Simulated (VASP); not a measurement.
Runs of VASP 6.6.1 on Cd. The structure is that of space group P6_3/mmc (No. 194), or close to it. The cells are those of the table. 

```tsv
task	level	potentials or basis	cell	gap on the mesh (eV)	pressure (GPa)
single point	PBE	VASP PAW PBE potentials, release 64 (Cd)	a = 2.979, b = 2.979, c = 5.449 Å, angles 90.0, 90.0, 120.0°, 2 atoms	none	4.9
electric field gradients	PBE	VASP PAW PBE potentials, release 64 (Cd)	a = 2.979, b = 2.979, c = 5.449 Å, angles 90.0, 90.0, 120.0°, 2 atoms	none	4.9
single point	PBE	VASP PAW PBE potentials, release 64 (Cd)	a = 2.979, b = 2.979, c = 5.730 Å, angles 90.0, 90.0, 120.0°, 2 atoms	none	2.5
single point	PBE	VASP PAW PBE potentials, release 64 (Cd)	a = 2.979, b = 2.979, c = 5.561 Å, angles 90.0, 90.0, 120.0°, 2 atoms	none	3.8
electric field gradients	PBE	VASP PAW PBE potentials, release 64 (Cd)	a = 2.979, b = 2.979, c = 5.786 Å, angles 90.0, 90.0, 120.0°, 2 atoms	none	2.1
single point	LDA	VASP PAW LDA potentials, release 64 (Cd)	a = 2.979, b = 2.979, c = 5.618 Å, angles 90.0, 90.0, 120.0°, 2 atoms	none	(a)
single point	PBE	VASP PAW PBE potentials, release 64 (Cd)	a = 2.979, b = 2.979, c = 5.786 Å, angles 90.0, 90.0, 120.0°, 2 atoms	none	2.1
electric field gradients	PBE	VASP PAW PBE potentials, release 64 (Cd)	a = 2.979, b = 2.979, c = 5.730 Å, angles 90.0, 90.0, 120.0°, 2 atoms	none	2.5
electric field gradients	PBE	VASP PAW PBE potentials, release 64 (Cd)	a = 2.979, b = 2.979, c = 5.561 Å, angles 90.0, 90.0, 120.0°, 2 atoms	none	3.8
single point	PBEsol	VASP PAW PBE potentials, release 64 (Cd)	a = 2.979, b = 2.979, c = 5.618 Å, angles 90.0, 90.0, 120.0°, 2 atoms	none	-1.1
single point	PBE	VASP PAW PBE potentials, release 64 (Cd)	a = 2.979, b = 2.979, c = 5.505 Å, angles 90.0, 90.0, 120.0°, 2 atoms	none	4.3
single point	PBE	VASP PAW PBE potentials, release 64 (Cd)	a = 2.979, b = 2.979, c = 5.674 Å, angles 90.0, 90.0, 120.0°, 2 atoms	none	2.9
```

Alike in all rows: no spin polarisation; k mesh 14 × 14 × 7; cutoff (eV) 520; smearing fermi-dirac 0.05 eV.

Problem. Estimate the missing entries.

Solution. (a) -3.8.

Caveats: the cell stands under pressure (at least some runs); the cell stands under tension (at least some runs); the PAW data sets were made with another functional, which shifts forces and pressure a little (at least some runs).

A k mesh can miss the band edges, and the runs leave out spin-orbit coupling on Cd.

A gap of «none» marks levels without a gap at the run's occupations.
